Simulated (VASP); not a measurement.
Wanted: the native input for a VASP 6.6.1 run.

```yaml
Task: single point
Functional: PBE
Potentials_or_basis: VASP PAW PBE potentials, release 64 (Ba_sv, Ti_sv, O)
Cutoff: 520 eV
k_mesh: 7 × 7 × 7
Occupations: fermi-dirac, width 0.05 eV
Spin: no spin polarisation
Hubbard_terms: Ti d U = 5.0 eV
Dipole_correction: no
Further_INCAR_settings: ALGO = Normal; EDIFF = 1e-06; NBANDS = 28
```

The structure of BaTiO3 lies in POSCAR:

```
BaTiO3
1.0
    2.8276681600      1.6325549700      2.3177316100
   -2.8276681600      1.6325549700      2.3177316100
    0.0000000000     -3.2651099400      2.3177316100
Ba Ti O
1 1 3
Direct
    0.0334731600      0.9884685300      0.0018377600
    0.5061032600      0.5274847800      0.5372321600
    0.4862471500      0.4971470800      0.9711514600
    0.4740898700      0.9864150100      0.4720123700
    0.9787865600      0.4791845900      0.4964662400
```

One way to write it, as run:

INCAR

```
ALGO = Normal ; EDIFF = 1E-6
ENCUT = 520 ; GGA = PE
ISIF = 2 ; ISMEAR = -1
LASPH = True ; LCHARG = True
LDAU = True ; LDAUJ = 0 0 0
LDAUL = -1 2 -1 ; LDAUPRINT = 1
LDAUTYPE = 2 ; LDAUU = 0 5 0
LELF = True ; LMAXMIX = 4
LREAL = False ; LVHAR = True
LWAVE = False ; NBANDS = 28
NELM = 150 ; PREC = Accurate
SIGMA = 0.05
```

KPOINTS

```
k-points
0
Gamma
  7 7 7
```

Potentials or basis: VASP PAW PBE potentials, release 64 (Ba_sv, Ti_sv, O).

Command:

```bash
$ cat potpaw_PBE.64/Ba_sv/POTCAR potpaw_PBE.64/Ti_sv/POTCAR potpaw_PBE.64/O/POTCAR > POTCAR
$ mpirun -np 1 vasp_std > vasp.out
```

It gave:

```json
{
  "Pressure": "16.3 GPa",
  "Largest force": "3.833 eV/Å",
  "Band gap on the k mesh": "3.30 eV (least direct gap 3.82 eV)"
}
```

Caveat: the stress differs along the axes, from 14 to 20 GPa; spin-orbit coupling is left out, which moves the levels of the heavy elements; forces of over 1 eV/Å act on the atoms, so gaps and moduli don't describe the material at rest.

Run time: 8.5 min on 1 thread of Intel Xeon 8259CL (shared host), peak memory 0.4 GiB.
